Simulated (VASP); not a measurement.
# Al2RuCN2 (P4/mmm) in VASP: notebook

Al2RuCN2 is run at these levels: PBE; tasks: single point, relaxation of cell and atoms.

Everything below comes from runs of VASP 6.6.1. Logs are shortened: lines on timing, memory, paths and dates and some standing lists are left out, and cuts for length are marked.

**1. The cell of the first run**

It takes space group P4/mmm (No. 123, tetragonal). Conventional cell: a = 3.304 Å, b = 3.304 Å, c = 5.506 Å, α = 90.00°, β = 90.00°, γ = 90.00°. Within 2.8 Å of Al (site symmetry 4mm) lie 4 N at 2.14 Å and 4 C at 2.70 Å and 2 Al at 2.71 to 2.79 Å and 4 Ru at 2.72 Å. Within 3.6 Å of Ru (site symmetry 4/mmm) lie 8 Al at 2.72 Å and 2 C at 2.75 Å and 8 N at 3.21 Å and 4 Ru at 3.30 Å. C (site symmetry 4/mmm) has 4 N at 1.65 Å within 2.2 Å. N (site symmetry mmm) has 2 C at 1.65 Å and 4 Al at 2.14 Å within 2.2 Å.

The cell was generated, and may not be a known phase.

**2. Single point, PBE**

File INCAR:

```
SYSTEM = Al2RuCN2
ALGO = Normal
EDIFF = 1E-6
ENCUT = 520
GGA = PE
ISIF = 2
ISMEAR = 0
LASPH = .True.
LCHARG = .False.
LREAL = .False.
LWAVE = .False.
NBANDS = 26
NELM = 60
PREC = Accurate
SIGMA = 0.1
```

File KPOINTS:

```
k-points
0
Gamma
  12 12 8
  0 0 0
```

File POSCAR:

```
Al2RuCN2
1.0
    3.3042644812      0.0000000000      0.0000000000
    0.0000000000      3.3042644812      0.0000000000
    0.0000000000      0.0000000000      5.5061651687
Al Ru C N
2 1 1 2
Direct
    0.5000000000      0.5000000000      0.7463570831
    0.5000000000      0.5000000000      0.2536429169
    0.0000000000      0.0000000000      0.0000000000
    0.0000000000      0.0000000000      0.5000000000
    0.0000000000      0.5000000000      0.5000000000
    0.5000000000      0.0000000000      0.5000000000
```

Potentials or basis: VASP PAW PBE potentials, release 64 (Al, Ru_pv, C, N).

Launch:

```bash
> cat potpaw_PBE.64/Al/POTCAR potpaw_PBE.64/Ru_pv/POTCAR potpaw_PBE.64/C/POTCAR potpaw_PBE.64/N/POTCAR > POTCAR
> mpirun -np 1 vasp_std > vasp.out
```

OUTCAR:

```text
SYSTEM = Al2RuCN2
   EDIFF = 1E-6
   ENCUT = 520
   GGA = PE
   ISIF = 2
   ISMEAR = 0
   LASPH = .True.
   LREAL = .False.
   NELM = 60
   PREC = Accurate

 ion  position               nearest neighbor table
   1  0.500  0.500  0.746-   5 2.14   6 2.14   6 2.14   5 2.14   4 2.70   4 2.70   4 2.70   4 2.70
                             2 2.71   3 2.72   3 2.72   3 2.72   3 2.72   2 2.79
   2  0.500  0.500  0.254-   5 2.14   6 2.14   6 2.14   5 2.14   4 2.70   4 2.70   4 2.70   4 2.70
                             1 2.71   3 2.72   3 2.72   3 2.72   3 2.72   1 2.79
   3  0.000  0.000  0.000-   1 2.72   2 2.72   1 2.72   2 2.72   1 2.72   2 2.72   1 2.72   2 2.72

   4  0.000  0.000  0.500-   5 1.65   6 1.65   5 1.65   6 1.65   1 2.70   2 2.70   1 2.70   1 2.70
                             2 2.70   2 2.70   1 2.70   2 2.70
   5  0.000  0.500  0.500-   4 1.65   4 1.65   1 2.14   2 2.14   1 2.14   2 2.14
   6  0.500  0.000  0.500-   4 1.65   4 1.65   1 2.14   1 2.14   2 2.14   2 2.14

  LATTYP: Found a simple tetragonal cell.
 ALAT       =     3.3042644812
 C/A-ratio  =     1.6663814897

  Lattice vectors:

 A1 = (   3.3042644812,   0.0000000000,   0.0000000000)
 A2 = (   0.0000000000,   3.3042644812,   0.0000000000)
 A3 = (   0.0000000000,   0.0000000000,   5.5061651687)

Analysis of symmetry for initial positions (statically):
=====================================================================
 Subroutine PRICEL returns:
 Original cell was already a primitive cell.

 Routine SETGRP: Setting up the symmetry group for a
 simple tetragonal supercell.

 Subroutine GETGRP returns: Found 16 space group operations
 (whereof 16 operations were pure point group operations)
 out of a pool of 16 trial point group operations.

The static configuration has the point symmetry D_4h.

Analysis of symmetry for dynamics (positions and initial velocities):
=====================================================================
 Subroutine PRICEL returns:
 Original cell was already a primitive cell.

 Routine SETGRP: Setting up the symmetry group for a
 simple tetragonal supercell.

 Subroutine GETGRP returns: Found 16 space group operations
 (whereof 16 operations were pure point group operations)
 out of a pool of 16 trial point group operations.

The dynamic configuration has the point symmetry D_4h.

 Subroutine INISYM returns: Found 16 space group operations
 (whereof 16 operations are pure point group operations),
 and found     1 'primitive' translations

----------------------------------------------------------------------------------------

                                     Primitive cell

  volume of cell :      60.1172

  direct lattice vectors                    reciprocal lattice vectors
     3.304264481  0.000000000  0.000000000     0.302639212  0.000000000  0.000000000
     0.000000000  3.304264481  0.000000000     0.000000000  0.302639212  0.000000000
     0.000000000  0.000000000  5.506165169     0.000000000  0.000000000  0.181614603

  length of vectors
     3.304264481  3.304264481  5.506165169     0.302639212  0.302639212  0.181614603

  position of ions in fractional coordinates (direct lattice)
     0.500000000  0.500000000  0.746357083
     0.500000000  0.500000000  0.253642917
     0.000000000  0.000000000  0.000000000
     0.000000000  0.000000000  0.500000000
     0.000000000  0.500000000  0.500000000
     0.500000000  0.000000000  0.500000000

  ion indices of the primitive-cell ions
   primitive index   ion index
                 1           1
                 2           2
                 3           3
                 4           4
                 5           5
                 6           6

----------------------------------------------------------------------------------------

 KPOINTS: k-points

Automatic generation of k-mesh.
 Grid dimensions read from file:
 generate k-points for:   12   12    8

 Generating k-lattice:

  Cartesian coordinates                     Fractional coordinates (reciprocal lattice)
     0.025219934  0.000000000  0.000000000     0.083333333  0.000000000  0.000000000
     0.000000000  0.025219934  0.000000000     0.000000000  0.083333333  0.000000000
     0.000000000  0.000000000  0.022701825     0.000000000  0.000000000  0.125000000

  Length of vectors
     0.025219934  0.025219934  0.022701825

  Shift w.r.t. Gamma in fractional coordinates (k-lattice)
     0.000000000  0.000000000  0.000000000

 Subroutine IBZKPT returns following result:
 ===========================================

 Found    140 irreducible k-points:

 Following reciprocal coordinates:
            Coordinates               Weight
  0.000000  0.000000  0.000000      1.000000
  0.083333  0.000000  0.000000      4.000000
  0.166667  0.000000  0.000000      4.000000
  0.250000  0.000000  0.000000      4.000000
  0.333333  0.000000  0.000000      4.000000
  0.416667  0.000000  0.000000      4.000000
[... 16 lines left out ...]
  0.333333  0.333333  0.000000      4.000000
  0.416667  0.333333  0.000000      8.000000
 [... further k-points ...]
   k-points           NKPTS =    140   k-points in BZ     NKDIM =    140   number of bands    NBANDS=     26
   number of dos      NEDOS =    301   number of ions     NIONS =      6
   total plane-waves  NPLWV =  32928
   dimension x,y,z NGX =    28 NGY =   28 NGZ =   42
   dimension x,y,z NGXF=    56 NGYF=   56 NGZF=   84
   ions per type =               2   1   1   2
   NGX,Y,Z   is equivalent  to a cutoff of  14.09, 14.09, 12.68 a.u.
   NGXF,Y,Z  is equivalent  to a cutoff of  28.18, 28.18, 25.36 a.u.
 SYSTEM =  Al2RuCN2
   PREC   = accura    normal or accurate (medium, high low for compatibility)
   ISTART =      0    job   : 0-new  1-cont  2-samecut
   ICHARG =      2    charge: 1-file 2-atom 10-const
   ISPIN  =      1    spin polarized calculation?
   LNONCOLLINEAR =      F non collinear calculations
   LSORBIT =      F    spin-orbit coupling
   LASPH  =      T    aspherical Exc in radial PAW
   ENCUT  =  520.0 eV  38.22 Ry    6.18 a.u.   6.14  6.14 10.24*2*pi/ulx,y,z
   NELM   =     60;   NELMIN=  2; NELMDL= -5     # of ELM steps
   EDIFF  = 0.1E-05   stopping-criterion for ELM
   LREAL  =      F    real-space projection
   EDIFFG = 0.1E-04   stopping-criterion for IOM
   NSW    =      0    number of steps for IOM
   IBRION =     -1    ionic relax: 0-MD 1-quasi-New 2-CG
   NFREE  =      0    steps in history (QN), initial steepest desc. (CG)
   ISIF   =      2    stress and relaxation
   ISYM   =      2    0-nonsym 1-usesym 2-fastsym
   POTIM  = 0.5000    time-step for ionic-motion
   TEBEG  =    0.0;   TEEND  =   0.0 temperature during run
   PSTRESS=    0.0 pullay stress
   NELECT =      34.0000    total number of electrons
   NUPDOWN=      -1.0000    fix difference up-down
   EMIN   =  10.00;   EMAX   =-10.00  energy-range for DOS
   EFERMI =   0.00;   METHOD = LEGACY
   ISMEAR =     0;   SIGMA  =   0.10  broadening in eV -4-tet -1-fermi 0-gaus
   EFERMI_NEDOS =   21; number of points for ismear=-14 and -15
   IALGO  =     38    algorithm
   IMIX   =      4    mixing-type and parameters
     AMIX     =   0.40;   BMIX     =  1.00
     AMIX_MAG =   1.60;   BMIX_MAG =  1.00
  volume/ion in A,a.u.               =      10.02        67.62
  Fermi-wavevector in a.u.,A,eV,Ry     =   1.353843  2.558392 24.937981  1.832890
  Thomas-Fermi vector in A             =   2.481064
   LORBIT       =      0    0 simple, 1 ext, 2 COOP (PROOUT), +10 PAW based schemes
   GGA     = PE    functional components
   LHFCALC =     F    Hartree Fock is set to
   AEXX    =    0.0000 exact exchange contribution
   IVDW    =     0    specifies the selected vdW correction
   LEPSILON=     F    determine dielectric tensor
   LRPA    =     F    only Hartree local field effects (RPA)
 non-spin polarized calculation
 Gauss-broadening in eV      SIGMA  =   0.10
  energy-cutoff  :      520.00
  volume of cell :       60.12
 maximum number of plane-waves:      1648
 NGX is ok and might be reduce to    28
   NGX = 13   NGY = 13   NGZ = 21

 number of electron      33.9999996 magnetization

 Free energy of the ion-electron system (eV)
  ---------------------------------------------------
  ext. energy  EPLUGINS =         0.00000000
  ---------------------------------------------------
  free energy    TOTEN  =       -36.62497093 eV

  energy without entropy =      -36.61579874  energy(sigma->0) =      -36.62038483

 E-fermi :   9.5764     XC(G=0): -12.2426

 val. band max:        9.5710317824   @ k =   0.4167   0.3333   0.1250
 cond. band min:       9.5776211261   @ k =   0.5000   0.5000   0.0000
 fundamental gap:      0.0065893437
 Fermi energy:         9.5764229061

 k-point     1 :       0.0000    0.0000    0.0000
  band No.  band energies     occupation
      1     -31.9955      2.00000
      2     -31.9955      2.00000
      3     -31.9714      2.00000
      4     -10.7887      2.00000
      5      -3.0670      2.00000
      6      -0.0793      2.00000
[... 18 lines left out ...]
     25      17.5160      0.00000
     26      17.9158      0.00000

 k-point     2 :       0.0833    0.0000    0.0000
  band No.  band energies     occupation
      1     -32.0002      2.00000
      2     -31.9951      2.00000
      3     -31.9709      2.00000
      4     -10.7179      2.00000
      5      -3.4371      2.00000
      6      -0.0257      2.00000
[... 18 lines left out ...]
     25      17.5573      0.00000
     26      18.1537      0.00000

 k-point     3 :       0.1667    0.0000    0.0000
  band No.  band energies     occupation
      1     -32.0129      2.00000
      2     -31.9940      2.00000
      3     -31.9696      2.00000
      4     -10.5068      2.00000
      5      -4.2852      2.00000
      6       0.1290      2.00000
[... 18 lines left out ...]
     25      17.5592      0.00000
     26      18.3113      0.00000

 k-point     4 :       0.2500    0.0000    0.0000
  band No.  band energies     occupation
      1     -32.0302      2.00000
      2     -31.9925      2.00000
      3     -31.9679      2.00000
      4     -10.1595      2.00000
      5      -5.2886      2.00000
      6       0.3642      2.00000
[... 18 lines left out ...]
     25      17.5959      0.00000
     26      18.3956      0.00000

 k-point     5 :       0.3333    0.0000    0.0000
  band No.  band energies     occupation
      1     -32.0475      2.00000
      2     -31.9910      2.00000
      3     -31.9661      2.00000
      4      -9.6868      2.00000
      5      -6.2878      2.00000
      6       0.6370      2.00000
[... 18 lines left out ...]
     25      18.0180      0.00000
     26      18.0817      0.00000

 k-point     6 :       0.4167    0.0000    0.0000
  band No.  band energies     occupation
      1     -32.0602      2.00000
      2     -31.9899      2.00000
      3     -31.9649      2.00000
      4      -9.1263      2.00000
      5      -7.1821      2.00000
      6       0.8716      2.00000
[... 427 lines left out ...]
 k-point    21 :       0.4167    0.2500    0.0000
  band No.  band energies     occupation
      1     -32.0563      2.00000
      2     -32.0238      2.00000
      3     -31.9617      2.00000
      4      -8.5348      2.00000
      5      -6.8695      2.00000
      6      -2.8721      2.00000
[... 18 lines left out ...]
     25      17.4482      0.00000
     26      19.2304      0.00000

 k-point    22 :       0.5000    0.2500    0.0000
  band No.  band energies     occupation
      1     -32.0609      2.00000
      2     -32.0233      2.00000
      3     -31.9612      2.00000
      4      -8.1368      2.00000
      5      -7.3275      2.00000
      6      -2.8552      2.00000
[... 18 lines left out ...]
     25      16.9133      0.00000
     26      19.1377      0.00000

 k-point    23 :       0.3333    0.3333    0.0000
  band No.  band energies     occupation
      1     -32.0424      2.00000
      2     -32.0416      2.00000
      3     -31.9612      2.00000
      4      -8.6343      2.00000
      5      -6.3320      2.00000
      6      -3.5572      2.00000
[... 18 lines left out ...]
     25      17.3168      0.00000
     26      18.8682      0.00000

 k-point    24 :       0.4167    0.3333    0.0000
  band No.  band energies     occupation
      1     -32.0544      2.00000
      2     -32.0407      2.00000
      3     -31.9600      2.00000
      4      -8.0983      2.00000
      5      -6.7356      2.00000
      6      -3.8905      2.00000
[... 18 lines left out ...]
     25      17.2123      0.00000
     26      18.9677      0.00000

 [... further k-points ...]
[... 5 lines left out ...]
  --------------------------------------------------------------------------------------
  -------------------------------------------------------------------------------------
  Total       -0.0296041     -0.0296041     -0.0542931      0.0000000      0.0000000      0.0000000
  in kB       -0.7889763     -0.7889763     -1.4469602      0.0000000      0.0000000      0.0000000
  external PRESSURE =      -1.0083043 kB  Pullay stress =       0.0000000 kB

 VOLUME and BASIS-vectors are now :
 -----------------------------------------------------------------------------
  energy-cutoff  :      520.00
  volume of cell :       60.12
      direct lattice vectors                 reciprocal lattice vectors
     3.304264481  0.000000000  0.000000000     0.302639212  0.000000000  0.000000000
     0.000000000  3.304264481  0.000000000     0.000000000  0.302639212  0.000000000
     0.000000000  0.000000000  5.506165169     0.000000000  0.000000000  0.181614603

 POSITION                                       TOTAL-FORCE (eV/Angst)
 -----------------------------------------------------------------------------------
      1.65213      1.65213      4.10957         0.000000     -0.000000     -0.005214
      1.65213      1.65213      1.39660         0.000000      0.000000      0.005214
      0.00000      0.00000      0.00000         0.000000     -0.000000      0.000000
      0.00000      0.00000      2.75308         0.000000     -0.000000      0.000000
      0.00000      1.65213      2.75308         0.000000     -0.000000      0.000000
      1.65213      0.00000      2.75308         0.000000     -0.000000      0.000000
 -----------------------------------------------------------------------------------
    total drift:                               -0.000000     -0.000000      0.000000

  FREE ENERGIE OF THE ION-ELECTRON SYSTEM (eV)
  ---------------------------------------------------
  free  energy   TOTEN  =       -36.6249709305 eV

  energy  without entropy=      -36.6157987387  energy(sigma->0) =      -36.62038483
```

Run time: 92 s. Hardware: 1 thread of Intel Xeon 6975P-C (Granite Rapids), shared host; peak memory 0.34 GiB.

Results:

```yaml
Free_energy: -36.6250 eV
Pressure: -0.1 GPa
Largest_force: 0.005 eV/Å
Band_gap_on_the_k_mesh: zero (bands 17 and 18 overlap by 1.96 eV)
```

Forces in eV/Å, atoms in the order of the input:
```
Al   0.000  0.000 -0.005
Al   0.000  0.000  0.005
Ru   0.000  0.000  0.000
C    0.000  0.000  0.000
N    0.000  0.000  0.000
N    0.000  0.000  0.000
```

[end of part 1 of 2]

The gap in the log of VASP goes by the Fermi energy; the results here count the filled bands.